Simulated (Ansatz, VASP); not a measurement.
## Two plane-wave programs on SnO

File POSCAR:

```
SnO
1.0
    3.8136952200      0.0000000000      0.0000000000
    0.0000000000      3.8136952200      0.0000000000
    0.0000000000      0.0000000000      4.8869133000
Sn O
2 2
Direct
    0.5000000000      0.0000000000      0.7646261400
    0.0000000000      0.5000000000      0.2353738600
    0.0000000000      0.0000000000      0.0000000000
    0.5000000000      0.5000000000      0.0000000000
```

INCAR.step1

```
SYSTEM = SnO
PREC = Accurate ; ENCUT = 520
EDIFF = 1E-5 ; ISMEAR = -1
SIGMA = 0.05 ; LREAL = .False.
LASPH = .True. ; NELM = 100
ALGO = Normal ; ISIF = 2
LWAVE = .True. ; LCHARG = .False.
GGA = PE ; NBANDS = 28
```

File INCAR.step2:

```
SYSTEM = SnO
PREC = Accurate ; ENCUT = 520
EDIFF = 1E-6 ; ISMEAR = -1
SIGMA = 0.05 ; LREAL = .False.
LASPH = .True. ; NELM = 100
ALGO = Normal ; ISIF = 2
LWAVE = .False. ; LCHARG = .False.
GGA = PS ; LHFCALC = .True.
AEXX = 0.25 ; HFSCREEN = 0.207
PRECFOCK = Normal ; ISTART = 1
NBANDS = 28
```

Contents of KPOINTS:

```
regular mesh
0
Gamma
  4 4 3
  0 0 0
```

Contents of input.yaml:

```yaml
crystal:
  lattice:
    - [3.81369522, 0.0, 0.0]
    - [0.0, 3.81369522, 0.0]
    - [0.0, 0.0, 4.8869133]
  atoms:
    - { symbol: Sn, position: [0.5, 0.0, 0.76462614] }
    - { symbol: Sn, position: [0.0, 0.5, 0.23537386] }
    - { symbol: O, position: [0.0, 0.0, 0.0] }
    - { symbol: O, position: [0.5, 0.5, 0.0] }
hamiltonian:
  xc:
    exchange: hjs_pbesol
    correlation: pbesol
    exx: { coeff: 0.25, omega: 0.207 }
  pseudopotentials: { kind: paw }
kpoints:
  mp_grid: { grid: [4, 4, 3] }
  band_path:
    path:
      - [[0.0, 0.0, 0.0], [0.0, 0.5, 0.0], [0.5, 0.5, 0.0], [0.0, 0.0, 0.0], [0.0, 0.0, 0.5], [0.0, 0.5, 0.5], [0.5, 0.5, 0.5], [0.0, 0.0, 0.5]]
      - [[0.0, 0.5, 0.0], [0.0, 0.5, 0.5]]
      - [[0.5, 0.5, 0.0], [0.5, 0.5, 0.5]]
    npoints: 4
scf:
  occupations: { method: fermi_dirac, width: 0.05 }
  n_extra_bands: 10
output:
  forces: true
  stress: true
  eigenvalues: true
  fatbands: false
```

Alike in both runs: functional PBEsol-based screened hybrid with a share of 0.25 of exact exchange and HFSCREEN = 0.207; k mesh 4 × 4 × 3; occupations fermi-dirac, width 0.05 eV; no spin polarisation.

|  | VASP | Ansatz |
| --- | --- | --- |
| version | VASP 6.6.1 | Ansatz 0.2.0 |
| potentials or method | VASP PAW PBE potentials, release 64 (Sn_d, O) | Ansatz PAW |
| plane-wave cutoff (eV) | 520 | 420 |
| valence electrons in the cell | 40 | 40 |
| task | single point | band structure |

|  | VASP | Ansatz | Ansatz less VASP |
| --- | --- | --- | --- |
| gap on the k mesh at the Fermi level (eV) | 0.52 | 0.51 | -0.010 |
| least direct gap on the mesh (eV) | 2.67 | 2.71 | +0.042 |
| pressure (GPa) | -3.2 | -3.6 | -0.34 |
| traceless stress, the component that is largest in VASP (GPa) | 0.71 | 0.68 | -0.030 |
| rms of the force components (eV/Å) | 0.144 | 0.188 | +0.0446 |

VASP's potentials were made for PBE, not for PBEsol-based screened hybrid. Atom by atom the forces differ by 0.045 eV/Å (rms over components). The functional is the same, so the differences come from potentials, cutoffs and numerics.

The k mesh is coarse, so the values compare programs but aren't converged.
